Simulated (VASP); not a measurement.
# Sb3S2 (R3m) in VASP: further runs

Runs on Sb3S2. Level: PBE. Tasks: single point.

Program: VASP 6.6.1. These are calculated values, not measurements. Logs are shortened: lines on timing, memory, paths and dates and some standing lists are left out, and cuts for length are marked.

### Step 1. The cell of the first run

The structure is trigonal, space group R3m (No. 160). Conventional cell: a = 6.266 Å, b = 6.266 Å, c = 14.719 Å, α = 90.00°, β = 90.00°, γ = 120.00°. Sb (site symmetry m) has 2 S at 2.52 to 2.86 Å and 2 Sb at 2.68 Å within 3.3 Å. Within 3.3 Å of S (site symmetry 3m) lie 3 Sb at 2.52 Å. S (site symmetry 3m) has 3 Sb at 2.86 Å and 3 S at 3.62 Å within 3.8 Å.

### Step 2. Single point, PBE

Input file INCAR:

```
SYSTEM = Sb3S2
ALGO = Normal
EDIFF = 1E-7
ENCUT = 520
GGA = PE
ISIF = 2
ISMEAR = 0
LASPH = .TRUE.
LCHARG = .FALSE.
LREAL = .FALSE.
LWAVE = .FALSE.
NBANDS = 22
NELM = 100
PREC = Accurate
SIGMA = 0.1
```

Input file KPOINTS:

```
k-points
0
G
  3 3 3
  0 0 0
```

Input file POSCAR:

```
Sb3S2
1.0
    3.1329424100      1.8088051400      4.9063856000
   -3.1329424100      1.8088051400      4.9063856000
    0.0000000000     -3.6176102900      4.9063856000
Sb S
3 2
Direct
    0.2915393900      0.7191566200      0.2915393900
    0.2915393900      0.2915393900      0.7191566200
    0.7191566200      0.2915393900      0.2915393900
    0.2992105700      0.2992105700      0.2992105700
    0.9664030900      0.9664030900      0.9664030900
```

Potentials or basis: VASP PAW PBE potentials, release 64 (Sb, S).

Launch:

```console
cat potpaw_PBE.64/Sb/POTCAR potpaw_PBE.64/S/POTCAR > POTCAR
mpirun -np 1 vasp_std > vasp.out
```

OUTCAR:

```text
SYSTEM = Sb3S2
   EDIFF = 1E-7
   ENCUT = 520
   GGA = PE
   ISIF = 2
   ISMEAR = 0
   LASPH = .TRUE.
   LREAL = .FALSE.
   NELM = 100
   PREC = Accurate

 ion  position               nearest neighbor table
   1  0.292  0.719  0.292-   4 2.52   2 2.68   3 2.68   5 2.86   2 3.59   3 3.59
   2  0.292  0.292  0.719-   4 2.52   3 2.68   1 2.68   5 2.86   1 3.59   3 3.59
   3  0.719  0.292  0.292-   4 2.52   2 2.68   1 2.68   5 2.86   2 3.59   1 3.59
   4  0.299  0.299  0.299-   1 2.52   3 2.52   2 2.52
   5  0.966  0.966  0.966-   2 2.86   1 2.86   3 2.86

  LATTYP: Found a trigonal (rhomboedric) cell.
 ALAT       =     6.0958776099
 COS(alpha) =     0.4717222233

  Lattice vectors:

 A1 = (   3.1329424100,   1.8088051400,   4.9063856000)
 A2 = (  -3.1329424100,   1.8088051400,   4.9063856000)
 A3 = (   0.0000000000,  -3.6176102900,   4.9063856000)

Analysis of symmetry for initial positions (statically):
=====================================================================
 Subroutine PRICEL returns:
 Original cell was already a primitive cell.

 Routine SETGRP: Setting up the symmetry group for a
 trigonal (rhombohedral) supercell.

 Subroutine GETGRP returns: Found  6 space group operations
 (whereof  6 operations were pure point group operations)
 out of a pool of 12 trial point group operations.

The static configuration has the point symmetry C_3v.

Analysis of symmetry for dynamics (positions and initial velocities):
=====================================================================
 Subroutine PRICEL returns:
 Original cell was already a primitive cell.

 Routine SETGRP: Setting up the symmetry group for a
 trigonal (rhombohedral) supercell.

 Subroutine GETGRP returns: Found  6 space group operations
 (whereof  6 operations were pure point group operations)
 out of a pool of 12 trial point group operations.

The dynamic configuration has the point symmetry C_3v.

 Subroutine INISYM returns: Found  6 space group operations
 (whereof  6 operations are pure point group operations),
 and found     1 'primitive' translations

----------------------------------------------------------------------------------------

                                     Primitive cell

[... 75 lines left out ...]
   ENCUT  =  520.0 eV  38.22 Ry    6.18 a.u.  11.33 11.33 11.33*2*pi/ulx,y,z
   NELM   =    100;   NELMIN=  2; NELMDL= -5     # of ELM steps
   EDIFF  = 0.1E-06   stopping-criterion for ELM
   LREAL  =      F    real-space projection
   EDIFFG = 0.1E-05   stopping-criterion for IOM
   NSW    =      0    number of steps for IOM
   IBRION =     -1    ionic relax: 0-MD 1-quasi-New 2-CG
   NFREE  =      0    steps in history (QN), initial steepest desc. (CG)
   ISIF   =      2    stress and relaxation
   ISYM   =      2    0-nonsym 1-usesym 2-fastsym
   POTIM  = 0.5000    time-step for ionic-motion
   TEBEG  =    0.0;   TEEND  =   0.0 temperature during run
   PSTRESS=    0.0 pullay stress
   NELECT =      27.0000    total number of electrons
   NUPDOWN=      -1.0000    fix difference up-down
   EMIN   =  10.00;   EMAX   =-10.00  energy-range for DOS
   EFERMI =   0.00;   METHOD = LEGACY
   ISMEAR =     0;   SIGMA  =   0.10  broadening in eV -4-tet -1-fermi 0-gaus
   EFERMI_NEDOS =   21; number of points for ismear=-14 and -15
   IALGO  =     38    algorithm
   IMIX   =      4    mixing-type and parameters
     AMIX     =   0.40;   BMIX     =  1.00
     AMIX_MAG =   1.60;   BMIX_MAG =  1.00
  volume/ion in A,a.u.               =      33.36       225.16
  Fermi-wavevector in a.u.,A,eV,Ry     =   0.892162  1.685942 10.829598  0.795953
  Thomas-Fermi vector in A             =   2.014076
   LORBIT       =      0    0 simple, 1 ext, 2 COOP (PROOUT), +10 PAW based schemes
   GGA     = PE    functional components
   LHFCALC =     F    Hartree Fock is set to
   AEXX    =    0.0000 exact exchange contribution
   IVDW    =     0    specifies the selected vdW correction
   LEPSILON=     F    determine dielectric tensor
   LRPA    =     F    only Hartree local field effects (RPA)
 non-spin polarized calculation
 Gauss-broadening in eV      SIGMA  =   0.10
  energy-cutoff  :      520.00
  volume of cell :      166.82
 maximum number of plane-waves:      4501
 NGX is ok and might be reduce to    48
   NGX = 23   NGY = 23   NGZ = 23

 number of electron      27.0000001 magnetization

 Free energy of the ion-electron system (eV)
  ---------------------------------------------------
  ext. energy  EPLUGINS =         0.00000000
  ---------------------------------------------------
  free energy    TOTEN  =       -18.08247447 eV

  energy without entropy =      -18.04842891  energy(sigma->0) =      -18.06545169

 E-fermi :   3.7084     XC(G=0):  -8.1113

 val. band max:        3.6241832946   @ k =   0.0000   0.0000   0.0000
 cond. band min:       3.7169811633   @ k =  -0.3333   0.3333   0.0000
 fundamental gap:      0.0927978688
 Fermi energy:         3.7083703419

 k-point     1 :       0.0000    0.0000    0.0000
  band No.  band energies     occupation
      1     -11.1596      2.00000
      2      -7.8886      2.00000
      3      -6.3538      2.00000
      4      -4.2473      2.00000
      5      -4.2473      2.00000
      6      -1.9555      2.00000
[... 139 lines left out ...]
     21       9.2194      0.00000
     22       9.9133      0.00000

------------------------ aborting loop because EDIFF is reached ----------------------------------------

  FORCE on cell =-STRESS in cart. coord.  units (eV):
  Direction    XX          YY          ZZ          XY          YZ          ZX
  --------------------------------------------------------------------------------------
  -------------------------------------------------------------------------------------
  Total        9.7476183      9.7476183      1.2253881      0.0000000     -0.0000000      0.0000000
  in kB       93.6164082     93.6164082     11.7686623      0.0000000     -0.0000000      0.0000000
  external PRESSURE =      66.3338263 kB  Pullay stress =       0.0000000 kB

 VOLUME and BASIS-vectors are now :
 -----------------------------------------------------------------------------
  energy-cutoff  :      520.00
  volume of cell :      166.82
      direct lattice vectors                 reciprocal lattice vectors
     3.132942410  1.808805140  4.906385600     0.159594380  0.092141858  0.067938674
    -3.132942410  1.808805140  4.906385600    -0.159594380  0.092141858  0.067938674
     0.000000000 -3.617610290  4.906385600     0.000000000 -0.184283716  0.067938674

 POSITION                                       TOTAL-FORCE (eV/Angst)
 -----------------------------------------------------------------------------------
     -1.33970      0.77348      6.38927        -3.600819      2.078934      0.283288
      0.00000     -1.54695      6.38927        -0.000000     -4.157868      0.283288
      1.33970      0.77348      6.38927         3.600819      2.078934      0.283288
      0.00000     -0.00000      4.40413        -0.000000      0.000000     -1.171866
      0.00000     -0.00000     14.22464        -0.000000     -0.000000      0.322003
 -----------------------------------------------------------------------------------
    total drift:                                0.000000     -0.000000     -0.000017

  FREE ENERGIE OF THE ION-ELECTRON SYSTEM (eV)
  ---------------------------------------------------
  free  energy   TOTEN  =       -18.0824744658 eV

  energy  without entropy=      -18.0484289094  energy(sigma->0) =      -18.06545169
```

OSZICAR:

```text
N       E                     dE             d eps       ncg     rms          rms(c)
DAV:   1     0.140430246555E+03    0.14043E+03   -0.93003E+03   264   0.947E+02
DAV:   2    -0.466726889755E+01   -0.14510E+03   -0.13969E+03   330   0.167E+02
DAV:   3    -0.185561819186E+02   -0.13889E+02   -0.13646E+02   330   0.565E+01
DAV:   4    -0.188544436663E+02   -0.29826E+00   -0.29760E+00   312   0.965E+00
DAV:   5    -0.188614162172E+02   -0.69726E-02   -0.69717E-02   340   0.156E+00    0.993E+00
DAV:   6    -0.181051740171E+02    0.75624E+00   -0.26218E+00   332   0.702E+00    0.684E+00
DAV:   7    -0.180903237716E+02    0.14850E-01   -0.51811E-01   288   0.337E+00    0.356E+00
DAV:   8    -0.180808077139E+02    0.95161E-02   -0.61941E-02   318   0.130E+00    0.929E-01
DAV:   9    -0.180810886164E+02   -0.28090E-03   -0.98309E-03   300   0.510E-01    0.244E-01
DAV:  10    -0.180818506629E+02   -0.76205E-03   -0.19133E-03   284   0.225E-01    0.107E-01
DAV:  11    -0.180822688972E+02   -0.41823E-03   -0.53266E-04   288   0.114E-01    0.476E-02
DAV:  12    -0.180824220200E+02   -0.15312E-03   -0.10752E-04   282   0.528E-02    0.225E-02
DAV:  13    -0.180824638717E+02   -0.41852E-04   -0.34905E-05   282   0.310E-02    0.872E-03
DAV:  14    -0.180824720588E+02   -0.81871E-05   -0.66523E-06   308   0.141E-02    0.497E-03
DAV:  15    -0.180824740046E+02   -0.19457E-05   -0.12350E-06   276   0.604E-03    0.194E-03
DAV:  16    -0.180824744719E+02   -0.46738E-06   -0.46631E-07   276   0.384E-03    0.685E-04
DAV:  17    -0.180824744658E+02    0.60841E-08   -0.25248E-08   234   0.101E-03
   1 F= -.18082474E+02 E0= -.18065452E+02  d E =-.340456E-01
```

Wall time 22 s (1 thread of Intel Xeon 6975P-C (Granite Rapids), shared host); peak memory 0.31 GiB.

What came out:

| Item | Value |
| --- | --- |
| Free energy | -18.0825 eV |
| Pressure | 6.6 GPa |
| Largest force | 4.168 eV/Å |

Forces on the atoms (eV/Å):
```
Sb  -3.601  2.079  0.283
Sb   0.000 -4.158  0.283
Sb   3.601  2.079  0.283
S    0.000  0.000 -1.172
S    0.000  0.000  0.322
```

Caveat: the k points lie up to 0.41 Å⁻¹ apart; spin-orbit coupling is left out, which moves the levels of the heavy elements; forces of over 1 eV/Å act on the atoms, so gaps and moduli don't describe the material at rest.

### Step 3. Single point, PBE

This run uses another cell than the first one, of 32.81 Å³/atom, 0.983 times its volume.

Input file INCAR:

```
ALGO = Normal ; EDIFF = 1E-6
ENCUT = 520 ; GGA = PE
ISIF = 2 ; ISMEAR = 0
LASPH = T ; LCHARG = F
LREAL = F ; LWAVE = F
NBANDS = 22 ; NELM = 100
PREC = Accurate ; SIGMA = 0.1
```

Input file KPOINTS:

```
k-points
0
Gamma
  3 3 3
```

Input file POSCAR:

```
Sb3S2
1.0
    3.1896844212      1.8415651576      4.6548466221
   -3.1896844212      1.8415651576      4.6548466221
    0.0000000000     -3.6831303200      4.6548466202
Sb S
3 2
Direct
    0.2650407656      0.7799853326      0.2650407656
    0.2650407656      0.2650407656      0.7799853326
    0.7799853326      0.2650407656      0.2650407656
    0.2949040145      0.2949040145      0.2949040145
    0.9628781817      0.9628781817      0.9628781817
```

Potentials or basis: VASP PAW PBE potentials, release 64 (Sb, S).

Launch:

```console
cat potpaw_PBE.64/Sb/POTCAR potpaw_PBE.64/S/POTCAR > POTCAR
mpirun -np 1 vasp_std > vasp.out
```

Wall time 20 s (1 thread of Intel Xeon 6975P-C (Granite Rapids), shared host); peak memory 0.31 GiB.

It converged, with:

```yaml
Free_energy: -19.3280 eV
Pressure: 0.0 GPa
Largest_force: 0.022 eV/Å
```

Forces on the atoms (eV/Å):
```
Sb  -0.018  0.011 -0.005
Sb   0.000 -0.021 -0.005
Sb   0.018  0.011 -0.005
S    0.000  0.000  0.013
S    0.000  0.000  0.003
```

Levels at points of the mesh, in eV from the Fermi level:
| k point | band 9 | band 10 | band 11 | band 12 | band 13 | band 14 | band 15 | band 16 | band 17 | band 18 |
| --- | --- | --- | --- | --- | --- | --- | --- | --- | --- | --- |
| (0.00, 0.00, 0.00) | -4.12 | -3.21 | -3.21 | -1.06 | -1.06 | 0.23 | 2.16 | 2.88 | 2.88 | 3.49 |

Caveat: the k points lie up to 0.41 Å⁻¹ apart; spin-orbit coupling is left out, which moves the levels of the heavy elements.
